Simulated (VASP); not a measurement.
# SiC (F-43m) in VASP: a series of runs, part 2 of 2

VASP 6.6.1. Earlier steps stand in the parts before.

## 3. Single point, PBE (equal strain along all axes, cell held: -3.0 %)

Input file INCAR:

```
  PREC = Accurate
  ENCUT = 520
  EDIFF = 1E-6
  ISMEAR = 0
  SIGMA = 0.02
  LREAL = F
  LASPH = T
  NELM = 80
  ALGO = Normal
  ISIF = 2
  LWAVE = F
  LCHARG = F
  GGA = PE
  NBANDS = 16
```

Input file KPOINTS:

```
Automatic mesh
0
Gamma
  10 10 6
```

Input file POSCAR:

```
SiC
1.0
    2.1241670817      2.1241670817      0.0000000000
   -2.1241670817      2.1241670817      0.0000000000
    0.0000000000      0.0000000000      4.2483341635
Si C
2 2
Direct
    0.5000000000      0.0000000000      0.7500000000
    0.0000000000      0.5000000000      0.2500000000
    0.0000000000      0.0000000000      0.0000000000
    0.5000000000      0.5000000000      0.5000000000
```

Potentials or basis: VASP PAW PBE potentials, release 64 (Si, C).

Command:

```console
cat potpaw_PBE.64/Si/POTCAR potpaw_PBE.64/C/POTCAR > POTCAR
mpirun -np 1 vasp_std > vasp.out
```

OUTCAR:

```text
PREC = Accurate
   ENCUT = 520
   EDIFF = 1E-6
   ISMEAR = 0
   LREAL = F
   LASPH = T
   NELM = 80
   ISIF = 2
   GGA = PE

 ion  position               nearest neighbor table
   1  0.500  0.000  0.750-   3 1.84   4 1.84   4 1.84   3 1.84   2 3.00   2 3.00   2 3.00   2 3.00
                             2 3.00   2 3.00   2 3.00   2 3.00
   2  0.000  0.500  0.250-   3 1.84   4 1.84   3 1.84   4 1.84   1 3.00   1 3.00   1 3.00   1 3.00
                             1 3.00   1 3.00   1 3.00   1 3.00
   3  0.000  0.000  0.000-   1 1.84   2 1.84   2 1.84   1 1.84
   4  0.500  0.500  0.500-   1 1.84   2 1.84   1 1.84   2 1.84

  LATTYP: Found a simple tetragonal cell.
 ALAT       =     3.0040258957
 C/A-ratio  =     1.4142135624

  Lattice vectors:

 A1 = (   2.1241670817,   2.1241670817,   0.0000000000)
 A2 = (  -2.1241670817,   2.1241670817,   0.0000000000)
 A3 = (   0.0000000000,   0.0000000000,   4.2483341635)

Analysis of symmetry for initial positions (statically):
=====================================================================
 Subroutine PRICEL returns following result:

  LATTYP: Found a face centered cubic cell.
 ALAT       =     4.2483341635

  Lattice vectors:

 A1 = (   0.0000000000,  -2.1241670817,  -2.1241670818)
 A2 = (   2.1241670817,   0.0000000000,  -2.1241670817)
 A3 = (   2.1241670817,  -2.1241670817,   0.0000000000)

   2 primitive cells build up your supercell.

 Routine SETGRP: Setting up the symmetry group for a
 simple tetragonal supercell.

 Subroutine GETGRP returns: Found  8 space group operations
 (whereof  8 operations were pure point group operations)
 out of a pool of 16 trial point group operations.

The static configuration has the point symmetry D_2d.

Analysis of symmetry for dynamics (positions and initial velocities):
=====================================================================
 Subroutine PRICEL returns following result:

  LATTYP: Found a face centered cubic cell.
 ALAT       =     4.2483341635

  Lattice vectors:

 A1 = (   0.0000000000,  -2.1241670817,  -2.1241670818)
 A2 = (   2.1241670817,   0.0000000000,  -2.1241670817)
 A3 = (   2.1241670817,  -2.1241670817,   0.0000000000)

   2 primitive cells build up your supercell.

 Routine SETGRP: Setting up the symmetry group for a
 simple tetragonal supercell.

 Subroutine GETGRP returns: Found  8 space group operations
 (whereof  8 operations were pure point group operations)
 out of a pool of 16 trial point group operations.

The dynamic configuration has the point symmetry D_2d.

 Subroutine INISYM returns: Found  8 space group operations
 (whereof  8 operations are pure point group operations),
 and found     2 'primitive' translations

----------------------------------------------------------------------------------------

                                     Primitive cell

  volume of cell :      19.1688

  direct lattice vectors                    reciprocal lattice vectors
     0.000000000 -2.124167082 -2.124167082    -0.235386380 -0.235386380 -0.235386380
     2.124167082  0.000000000 -2.124167082     0.235386380  0.235386380 -0.235386380
     2.124167082 -2.124167082  0.000000000     0.235386380 -0.235386380  0.235386380

[... 28 lines left out ...]
     0.033288661  0.033288661  0.039231063

  Shift w.r.t. Gamma in fractional coordinates (k-lattice)
     0.000000000  0.000000000  0.000000000

 Subroutine IBZKPT returns following result:
 ===========================================

 Found     84 irreducible k-points:

 Following reciprocal coordinates:
            Coordinates               Weight
  0.000000  0.000000  0.000000      1.000000
  0.100000  0.000000  0.000000      4.000000
  0.200000  0.000000  0.000000      4.000000
  0.300000  0.000000  0.000000      4.000000
  0.400000  0.000000  0.000000      4.000000
  0.500000  0.000000  0.000000      2.000000
[... 16 lines left out ...]
  0.100000  0.000000  0.166667      8.000000
  0.200000  0.000000  0.166667      8.000000
 [... further k-points ...]
   k-points           NKPTS =     84   k-points in BZ     NKDIM =     84   number of bands    NBANDS=     16
   number of dos      NEDOS =    301   number of ions     NIONS =      4
   total plane-waves  NPLWV =  18432
   dimension x,y,z NGX =    24 NGY =   24 NGZ =   32
   dimension x,y,z NGXF=    48 NGYF=   48 NGZF=   64
   ions per type =               2   2
   NGX,Y,Z   is equivalent  to a cutoff of  13.28, 13.28, 12.52 a.u.
   NGXF,Y,Z  is equivalent  to a cutoff of  26.56, 26.56, 25.04 a.u.
 SYSTEM =  unknown system
   PREC   = accura    normal or accurate (medium, high low for compatibility)
   ISTART =      0    job   : 0-new  1-cont  2-samecut
   ICHARG =      2    charge: 1-file 2-atom 10-const
   ISPIN  =      1    spin polarized calculation?
   LNONCOLLINEAR =      F non collinear calculations
   LSORBIT =      F    spin-orbit coupling
   LASPH  =      T    aspherical Exc in radial PAW
   ENCUT  =  520.0 eV  38.22 Ry    6.18 a.u.   5.59  5.59  7.90*2*pi/ulx,y,z
   NELM   =     80;   NELMIN=  2; NELMDL= -5     # of ELM steps
   EDIFF  = 0.1E-05   stopping-criterion for ELM
   LREAL  =      F    real-space projection
[... 7 lines left out ...]
   TEBEG  =    0.0;   TEEND  =   0.0 temperature during run
   PSTRESS=    0.0 pullay stress
   NELECT =      16.0000    total number of electrons
   NUPDOWN=      -1.0000    fix difference up-down
   EMIN   =  10.00;   EMAX   =-10.00  energy-range for DOS
   EFERMI =   0.00;   METHOD = LEGACY
   ISMEAR =     0;   SIGMA  =   0.02  broadening in eV -4-tet -1-fermi 0-gaus
   EFERMI_NEDOS =   21; number of points for ismear=-14 and -15
   IALGO  =     38    algorithm
   IMIX   =      4    mixing-type and parameters
     AMIX     =   0.40;   BMIX     =  1.00
     AMIX_MAG =   1.60;   BMIX_MAG =  1.00
  volume/ion in A,a.u.               =       9.58        64.68
  Fermi-wavevector in a.u.,A,eV,Ry     =   1.223412  2.311914 20.364350  1.496738
  Thomas-Fermi vector in A             =   2.358524
   LORBIT       =      0    0 simple, 1 ext, 2 COOP (PROOUT), +10 PAW based schemes
   GGA     = PE    functional components
   LHFCALC =     F    Hartree Fock is set to
   AEXX    =    0.0000 exact exchange contribution
   IVDW    =     0    specifies the selected vdW correction
   LEPSILON=     F    determine dielectric tensor
   LRPA    =     F    only Hartree local field effects (RPA)
 non-spin polarized calculation
 Gauss-broadening in eV      SIGMA  =   0.02
  energy-cutoff  :      520.00
  volume of cell :       38.34
 maximum number of plane-waves:      1056
 NGX is ok and might be reduce to    24
   NGX = 11   NGY = 11   NGZ = 15

 number of electron      16.0000003 magnetization

 Free energy of the ion-electron system (eV)
  ---------------------------------------------------
  ext. energy  EPLUGINS =         0.00000000
  ---------------------------------------------------
  free energy    TOTEN  =       -29.87580444 eV

  energy without entropy =      -29.87580444  energy(sigma->0) =      -29.87580444

 E-fermi :   9.1033     XC(G=0): -11.6934

 val. band max:        8.9876838702   @ k =   0.0000   0.0000   0.0000
 cond. band min:      10.2694726660   @ k =   0.0000   0.0000   0.0000
 fundamental gap:      1.2817887958
 Fermi energy:         9.1032579935

 k-point     1 :       0.0000    0.0000    0.0000
  band No.  band energies     occupation
      1      -7.0283      2.00000
      2      -1.6394      2.00000
      3       0.9418      2.00000
      4       5.6559      2.00000
      5       5.6559      2.00000
      6       8.9877      2.00000
[... 433 lines left out ...]
      3       1.8484      2.00000
      4       4.1571      2.00000
      5       6.0421      2.00000
      6       6.2073      2.00000
[... 8 lines left out ...]
     15      21.4422      0.00000
     16      21.5975      0.00000

 [... further k-points ...]

------------------------ aborting loop because EDIFF is reached ----------------------------------------

  FORCE on cell =-STRESS in cart. coord.  units (eV):
  Direction    XX          YY          ZZ          XY          YZ          ZX
  --------------------------------------------------------------------------------------
  -------------------------------------------------------------------------------------
  Total        5.5285277      5.5285277      5.5275311      0.0000000     -0.0000000      0.0000000
  in kB      231.0436609    231.0436609    231.0020116      0.0000000     -0.0000000      0.0000000
  external PRESSURE =     231.0297778 kB  Pullay stress =       0.0000000 kB

 VOLUME and BASIS-vectors are now :
 -----------------------------------------------------------------------------
  energy-cutoff  :      520.00
  volume of cell :       38.34
      direct lattice vectors                 reciprocal lattice vectors
     2.124167082  2.124167082  0.000000000     0.235386380  0.235386380  0.000000000
    -2.124167082  2.124167082  0.000000000    -0.235386380  0.235386380  0.000000000
     0.000000000  0.000000000  4.248334164     0.000000000  0.000000000  0.235386380

 POSITION                                       TOTAL-FORCE (eV/Angst)
 -----------------------------------------------------------------------------------
      1.06208      1.06208      3.18625        -0.000000      0.000000     -0.000000
     -1.06208      1.06208      1.06208        -0.000000      0.000000     -0.000000
      0.00000      0.00000      0.00000        -0.000000     -0.000000     -0.000000
      0.00000      2.12417      2.12417         0.000000      0.000000      0.000000
 -----------------------------------------------------------------------------------
    total drift:                               -0.000000      0.000000     -0.000000

  FREE ENERGIE OF THE ION-ELECTRON SYSTEM (eV)
  ---------------------------------------------------
  free  energy   TOTEN  =       -29.8758044419 eV

  energy  without entropy=      -29.8758044419  energy(sigma->0) =      -29.87580444
```

Wall time 40 s (1 thread of Intel Xeon 8259CL, shared host); peak memory 0.17 GiB.

What came out:

```
Free energy            : -29.8758 eV
Pressure               : 23.1 GPa
Band gap on the k mesh : 1.28 eV
```

Caveat: the cell differs from its parent crystal (equal strain along all axes, cell held: -3.0 %); the cell stands under pressure. A k mesh can miss the band edges.
